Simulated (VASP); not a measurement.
Wanted: the native input for a VASP 6.6.1 run.

```
Task                   : single point
Functional             : PBE
Potentials or basis    : VASP PAW PBE potentials, release 64 (Si, Ti_sv)
Cutoff                 : 520 eV
k mesh                 : 2 × 2 × 2
Occupations            : fermi-dirac, width 0.02 eV
Spin                   : no spin polarisation
Dipole correction      : no
Further INCAR settings : LREAL = Auto; ALGO = Normal; EDIFF = 1e-06; NBANDS = 52
```

The structure of TiSi16 (a cell with a defect) lies in POSCAR:

```
TiSi16
1.0
    0.0000000000      5.4300000000      5.4300000000
    5.4300000000      0.0000000000      5.4300000000
    5.4300000000      5.4300000000      0.0000000000
Si Ti
16 1
Direct
   -0.0080121547      0.0002136280     -0.0000631676
    0.1247864641      0.1250975138      0.1248558932
   -0.0080534070      0.0001602210      0.5074596685
    0.1140488029      0.1322000000      0.6266406998
   -0.0080263352      0.5076976059     -0.0001103131
    0.1140550645      0.6269173112      0.1318981584
   -0.0079741252      0.5026562615      0.5023481584
    0.1140597606      0.6268455801      0.6265884899
    0.4866295580      0.0044927256      0.0043402394
    0.6103665746      0.1240415285      0.1236919890
    0.4880135359     -0.0011803867      0.5064172192
    0.6104060773      0.1237937385      0.6416486188
    0.4880093002      0.5067041436     -0.0015422652
    0.6104012891      0.6418217311      0.1235351750
    0.4880347145      0.5064971455      0.5062901473
    0.6220768877      0.6259816759      0.6256348987
    0.7383011971      0.2539207182      0.2537205341
```

One way to write it, as run:

INCAR

```
SYSTEM = TiSi16
PREC = Accurate
ENCUT = 520
EDIFF = 1E-6
ISMEAR = -1
SIGMA = 0.02
LREAL = Auto
LASPH = .True.
NELM = 100
ALGO = Normal
ISIF = 2
LWAVE = .False.
LCHARG = .False.
GGA = PE
NBANDS = 52
```

KPOINTS

```
Automatic mesh
0
Gamma
  2 2 2
  0 0 0
```

Potentials or basis: VASP PAW PBE potentials, release 64 (Si, Ti_sv).

The run is started by

```sh
$ cat potpaw_PBE.64/Si/POTCAR potpaw_PBE.64/Ti_sv/POTCAR > POTCAR
$ mpirun -np 1 vasp_std > vasp.out
```

Results of the run:

```yaml
Pressure: 4.0 GPa
Largest_force: 0.039 eV/Å
Band_gap_on_the_k_mesh: zero (band 38 reaches 6.95 eV, above the bottom of band 39 at 6.53 eV)
```

Caveat: the k points lie up to 0.50 Å⁻¹ apart.

Run time: 2.5 min on 1 thread of Intel(R) Xeon(R) 6975P-C (Granite Rapids), on a shared host, peak memory 0.5 GiB.
